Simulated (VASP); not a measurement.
# Rh (Fm-3m) in VASP: notebook

Rh is run at these levels: HSE06; tasks: single point.

All numbers are computed with VASP 6.6.1; they aren't measurements. Logs are shortened: lines on timing, memory, paths and dates and some standing lists are left out, and cuts for length are marked.

## Step 1: The cell of the first run

It takes space group Fm-3m (No. 225, cubic). The conventional cell has a = 3.843 Å, b = 3.843 Å, c = 3.843 Å, α = 90.00°, β = 90.00°, γ = 90.00°. Within 3.6 Å of Rh (site symmetry m-3m) lie 12 Rh at 2.72 Å.

## Step 2: Single point, HSE06

The input, POSCAR:

```
Rh
1.0
    0.0000000000      1.9213621730      1.9213621730
    1.9213621730      0.0000000000      1.9213621730
    1.9213621730      1.9213621730      0.0000000000
Rh
1
Direct
    0.0000000000      0.0000000000      0.0000000000
```

The input, INCAR.step1:

```
SYSTEM = Rh
  ALGO = Normal
  EDIFF = 1E-5
  ENCUT = 460
  GGA = PE
  GGA_COMPAT = .FALSE.
  ISIF = 2
  ISMEAR = -1
  LASPH = .TRUE.
  LCHARG = .FALSE.
  LREAL = .FALSE.
  LWAVE = .TRUE.
  NBANDS = 14
  NELM = 120
  PREC = Accurate
  SIGMA = 0.1
```

The input, INCAR.step2:

```
SYSTEM = Rh
  ALGO = Normal
  EDIFF = 1E-6
  ENCUT = 460
  GGA = PE
  GGA_COMPAT = .FALSE.
  HFSCREEN = 0.2079
  ISIF = 2
  ISMEAR = -1
  ISTART = 1
  LASPH = .TRUE.
  LCHARG = .FALSE.
  LHFCALC = .TRUE.
  LREAL = .FALSE.
  LWAVE = .FALSE.
  NBANDS = 14
  NELM = 120
  PREC = Accurate
  PRECFOCK = Normal
  SIGMA = 0.1
```

The input, KPOINTS:

```
k-points
0
G
  6 6 6
  0 0 0
```

Potentials or basis: VASP PAW PBE potentials, release 64 (Rh_sv_GW).

Command:

```bash
cat potpaw_PBE.64/Rh_sv_GW/POTCAR > POTCAR
cp INCAR.step1 INCAR
mpirun -np 1 vasp_std > vasp.out
cp INCAR.step2 INCAR
mpirun -np 1 vasp_std > vasp.out
```

OUTCAR:

```text
SYSTEM = Rh
   EDIFF = 1E-6
   ENCUT = 460
   GGA = PE
   HFSCREEN = 0.2079
   ISIF = 2
   ISMEAR = -1
   ISTART = 1
   LASPH = .TRUE.
   LHFCALC = .TRUE.
   LREAL = .FALSE.
   NELM = 120
   PREC = Accurate
   PRECFOCK = Normal

 ion  position               nearest neighbor table
   1  0.000  0.000  0.000-

  LATTYP: Found a face centered cubic cell.
 ALAT       =     3.8427243460

  Lattice vectors:

 A1 = (   0.0000000000,   1.9213621730,   1.9213621730)
 A2 = (   1.9213621730,   0.0000000000,   1.9213621730)
 A3 = (   1.9213621730,   1.9213621730,   0.0000000000)

Analysis of symmetry for initial positions (statically):
=====================================================================
 Subroutine PRICEL returns:
 Original cell was already a primitive cell.

 Routine SETGRP: Setting up the symmetry group for a
 face centered cubic supercell.

 Subroutine GETGRP returns: Found 48 space group operations
 (whereof 48 operations were pure point group operations)
 out of a pool of 48 trial point group operations.

The static configuration has the point symmetry O_h .

Analysis of symmetry for dynamics (positions and initial velocities):
=====================================================================
 Subroutine PRICEL returns:
 Original cell was already a primitive cell.

 Routine SETGRP: Setting up the symmetry group for a
 face centered cubic supercell.

 Subroutine GETGRP returns: Found 48 space group operations
 (whereof 48 operations were pure point group operations)
 out of a pool of 48 trial point group operations.

The dynamic configuration has the point symmetry O_h .

 Subroutine INISYM returns: Found 48 space group operations
 (whereof 48 operations are pure point group operations),
 and found     1 'primitive' translations

----------------------------------------------------------------------------------------

                                     Primitive cell

  volume of cell :      14.1859

  direct lattice vectors                    reciprocal lattice vectors
     0.000000000  1.921362173  1.921362173    -0.260232041  0.260232041  0.260232041
     1.921362173  0.000000000  1.921362173     0.260232041 -0.260232041  0.260232041
     1.921362173  1.921362173  0.000000000     0.260232041  0.260232041 -0.260232041

  length of vectors
     2.717216443  2.717216443  2.717216443     0.450735117  0.450735117  0.450735117

  position of ions in fractional coordinates (direct lattice)
     0.000000000  0.000000000  0.000000000

  ion indices of the primitive-cell ions
   primitive index   ion index
                 1           1

----------------------------------------------------------------------------------------

 KPOINTS: k-points

Automatic generation of k-mesh.
 Grid dimensions read from file:
 generate k-points for:    6    6    6

 Generating k-lattice:

  Cartesian coordinates                     Fractional coordinates (reciprocal lattice)
    -0.043372007  0.043372007  0.043372007     0.166666667  0.000000000  0.000000000
     0.043372007 -0.043372007  0.043372007     0.000000000  0.166666667  0.000000000
     0.043372007  0.043372007 -0.043372007     0.000000000  0.000000000  0.166666667

  Length of vectors
     0.075122519  0.075122519  0.075122519

  Shift w.r.t. Gamma in fractional coordinates (k-lattice)
     0.000000000  0.000000000  0.000000000

 Subroutine IBZKPT returns following result:
 ===========================================

 Found     16 irreducible k-points:

 Following reciprocal coordinates:
            Coordinates               Weight
  0.000000  0.000000  0.000000      1.000000
  0.166667  0.000000  0.000000      8.000000
  0.333333  0.000000  0.000000      8.000000
  0.500000  0.000000  0.000000      4.000000
  0.166667  0.166667  0.000000      6.000000
  0.333333  0.166667  0.000000     24.000000
[... 8 lines left out ...]
 -0.333333  0.333333  0.166667     24.000000
 -0.333333  0.500000  0.166667     12.000000
   k-points           NKPTS =     16   k-points in BZ     NKDIM =    216   number of bands    NBANDS=     14
   number of dos      NEDOS =    301   number of ions     NIONS =      1
   total plane-waves  NPLWV =   8000
   dimension x,y,z NGX =    20 NGY =   20 NGZ =   20
   dimension x,y,z NGXF=    40 NGYF=   40 NGZF=   40
   ions per type =               1
   NGX,Y,Z   is equivalent  to a cutoff of  12.24, 12.24, 12.24 a.u.
   NGXF,Y,Z  is equivalent  to a cutoff of  24.47, 24.47, 24.47 a.u.
 SYSTEM =  Rh
   PREC   = accura    normal or accurate (medium, high low for compatibility)
   ISTART =      1    job   : 0-new  1-cont  2-samecut
   ICHARG =      0    charge: 1-file 2-atom 10-const
   ISPIN  =      1    spin polarized calculation?
   LNONCOLLINEAR =      F non collinear calculations
   LSORBIT =      F    spin-orbit coupling
   LASPH  =      T    aspherical Exc in radial PAW
   ENCUT  =  460.0 eV  33.81 Ry    5.81 a.u.   4.75  4.75  4.75*2*pi/ulx,y,z
   NELM   =    120;   NELMIN=  2; NELMDL=  0     # of ELM steps
   EDIFF  = 0.1E-05   stopping-criterion for ELM
   LREAL  =      F    real-space projection
   EDIFFG = 0.1E-04   stopping-criterion for IOM
   NSW    =      0    number of steps for IOM
   IBRION =     -1    ionic relax: 0-MD 1-quasi-New 2-CG
   NFREE  =      0    steps in history (QN), initial steepest desc. (CG)
   ISIF   =      2    stress and relaxation
   ISYM   =      3    0-nonsym 1-usesym 2-fastsym
   POTIM  = 0.5000    time-step for ionic-motion
   TEBEG  =    0.0;   TEEND  =   0.0 temperature during run
   PSTRESS=    0.0 pullay stress
   NELECT =      17.0000    total number of electrons
   NUPDOWN=      -1.0000    fix difference up-down
   EMIN   =  10.00;   EMAX   =-10.00  energy-range for DOS
   EFERMI =   0.00;   METHOD = LEGACY
   ISMEAR =    -1;   SIGMA  =   0.10  broadening in eV -4-tet -1-fermi 0-gaus
   EFERMI_NEDOS =   21; number of points for ismear=-14 and -15
   IALGO  =     38    algorithm
   IMIX   =      1    mixing-type and parameters
     AMIX     =   0.40;   BMIX     =  1.00
     AMIX_MAG =   1.60;   BMIX_MAG =  1.00
  volume/ion in A,a.u.               =      14.19        95.73
  Fermi-wavevector in a.u.,A,eV,Ry     =   1.738889  3.286024 41.140420  3.023736
  Thomas-Fermi vector in A             =   2.811835
   LORBIT       =      0    0 simple, 1 ext, 2 COOP (PROOUT), +10 PAW based schemes
   GGA     = PE    functional components
   LHFCALC =     T    Hartree Fock is set to
   PRECFOCK=normal    Normal, Fast or Accurate (Low or Medium for compatibility)
   ENCUT4O =  -1.0   cutoff for four orbital integrals eV
   NKREDX  =     1    reduce k-point grid by
   NKREDY  =     1    reduce k-point grid by
   NKREDZ  =     1    reduce k-point grid by
   AEXX    =    0.2500 exact exchange contribution
   HFSCREEN=    0.2079 screening length (either q_TF or 0.3 A-1)
   HFSCREENC=   0.2079 screening length for correlation (either q_TF or 0.3 A-1)
   ENCUTFOCK=  -1.0 apply spherical cutoff to Coloumb kernel
   IVDW    =     0    specifies the selected vdW correction
   LEPSILON=     F    determine dielectric tensor
   LRPA    =     F    only Hartree local field effects (RPA)
 non-spin polarized calculation
  energy-cutoff  :      460.00
  volume of cell :       14.19
 maximum number of plane-waves:       332
  NGX = 16; NGY = 16; NGZ = 16

 number of electron      17.0000001 magnetization

 Free energy of the ion-electron system (eV)
  ---------------------------------------------------
  ext. energy  EPLUGINS =         0.00000000
  ---------------------------------------------------
  free energy    TOTEN  =        -6.30644568 eV

  energy without entropy =       -6.24723833  energy(sigma->0) =       -6.27684200

 E-fermi :   9.7015     XC(G=0): -11.2848

 val. band max:        9.6699782685   @ k =   0.3333   0.3333   0.0000
 cond. band min:       9.8074971737   @ k =   0.3333   0.1667   0.0000
 fundamental gap:      0.1375189052
 Fermi energy:         9.7014807950

 k-point     1 :       0.0000    0.0000    0.0000
  band No.  band energies     occupation
      1     -73.3845      2.00000
      2     -39.4218      2.00000
      3     -39.4218      2.00000
      4     -39.4218      2.00000
      5       1.4677      2.00000
      6       6.4159      2.00000
      7       6.4159      2.00000
      8       6.4159      2.00000
      9       8.3652      2.00000
     10       8.3652      2.00000
     11      26.8376      0.00000
     12      32.2482      0.00000
     13      32.2482      0.00000
     14      32.2482      0.00000

 k-point     2 :       0.1667    0.0000    0.0000
  band No.  band energies     occupation
      1     -73.3556      2.00000
      2     -39.6226      2.00000
      3     -39.4516      2.00000
      4     -39.4516      2.00000
      5       2.5629      2.00000
      6       6.1198      2.00000
      7       6.7508      2.00000
      8       6.7508      2.00000
      9       8.3467      2.00000
     10       8.3467      2.00000
     11      28.0740      0.00000
     12      28.6163      0.00000
     13      33.7917      0.00000
     14      33.7917      0.00000

 k-point     3 :       0.3333    0.0000    0.0000
  band No.  band energies     occupation
      1     -73.2974      2.00000
      2     -40.0183      2.00000
      3     -39.5093      2.00000
      4     -39.5093      2.00000
      5       3.4495      2.00000
      6       6.4675      2.00000
      7       6.4675      2.00000
      8       7.9413      2.00000
      9       9.5585      1.61363
     10       9.5585      1.61362
     11      23.3455      0.00000
     12      27.5761      0.00000
     13      34.4331      0.00000
     14      34.4331      0.00000
[... 188 lines left out ...]
 k-point    15 :      -0.3333    0.3333    0.1667
  band No.  band energies     occupation
      1     -73.2395      2.00000
      2     -40.0388      2.00000
      3     -39.8448      2.00000
      4     -39.6520      2.00000
      5       4.6601      2.00000
      6       5.0353      2.00000
      7       6.2858      2.00000
      8       8.0197      2.00000
      9      10.4992      0.00069
     10      17.7875      0.00000
     11      19.3838      0.00000
     12      25.4835      0.00000
     13      25.8339      0.00000
     14      33.5807      0.00000

 k-point    16 :      -0.3333    0.5000    0.1667
  band No.  band energies     occupation
      1     -73.2300      2.00000
      2     -40.0581      2.00000
      3     -39.8337      2.00000
      4     -39.7246      2.00000
      5       3.7785      2.00000
      6       4.4187      2.00000
      7       7.4771      2.00000
      8       8.8000      1.99976
      9      11.1560      0.00000
     10      17.9498      0.00000
     11      22.3422      0.00000
     12      22.4744      0.00000
     13      23.5950      0.00000
     14      35.1372      0.00000

------------------------ aborting loop because EDIFF is reached ----------------------------------------

  FORCE on cell =-STRESS in cart. coord.  units (eV):
  Direction    XX          YY          ZZ          XY          YZ          ZX
  --------------------------------------------------------------------------------------
  -------------------------------------------------------------------------------------
  Total       -1.2767282     -1.2767282     -1.2767282      0.0000000      0.0000000     -0.0000000
  in kB     -144.1953750   -144.1953750   -144.1953750      0.0000000      0.0000000     -0.0000000
  external PRESSURE =    -144.1953750 kB  Pullay stress =       0.0000000 kB

 VOLUME and BASIS-vectors are now :
 -----------------------------------------------------------------------------
  energy-cutoff  :      460.00
  volume of cell :       14.19
      direct lattice vectors                 reciprocal lattice vectors
     0.000000000  1.921362173  1.921362173    -0.260232041  0.260232041  0.260232041
     1.921362173  0.000000000  1.921362173     0.260232041 -0.260232041  0.260232041
     1.921362173  1.921362173  0.000000000     0.260232041  0.260232041 -0.260232041

 POSITION                                       TOTAL-FORCE (eV/Angst)
 -----------------------------------------------------------------------------------
      0.00000      0.00000      0.00000        -0.000000      0.000000      0.000000
 -----------------------------------------------------------------------------------
    total drift:                               -0.000000      0.000000      0.000001

  FREE ENERGIE OF THE ION-ELECTRON SYSTEM (eV)
  ---------------------------------------------------
  free  energy   TOTEN  =        -6.3064456810 eV

  energy  without entropy=       -6.2472383285  energy(sigma->0) =       -6.27684200
```

Run time: 18 min. Hardware: 1 thread of Intel Xeon Platinum 8259CL at 2.50GHz (Skylake/Cascade Lake), shared host; peak memory 0.24 GiB.

What came out:

| Property | Result |
| --- | --- |
| Free energy | -6.3064 eV |
| Pressure | -14.4 GPa |
| Band gap on the k mesh | zero (an odd number of electrons rules out a gap without spin polarisation) |

Levels at points of the mesh, in eV from the Fermi level:
```csv
k point,band 6,band 7,band 8,band 9,band 10,band 11
"(0.00, 0.00, 0.00)",-3.29,-3.29,-3.29,-1.34,-1.34,17.14
"(0.50, 0.00, 0.00)",-3.54,-3.54,0.84,0.84,1.23,9.78
"(0.50, 0.50, 0.00)",-6.35,0.42,1.43,1.43,3.93,13.41
```

Caveat: the k points lie up to 0.47 Å⁻¹ apart, too coarse for converged energies and pressures of a metal; the PAW data sets were made with another functional, which shifts forces and pressure a little.

(Part 1 of 2 ends here.)

The gap in the log of VASP goes by the Fermi energy; the results here count the filled bands.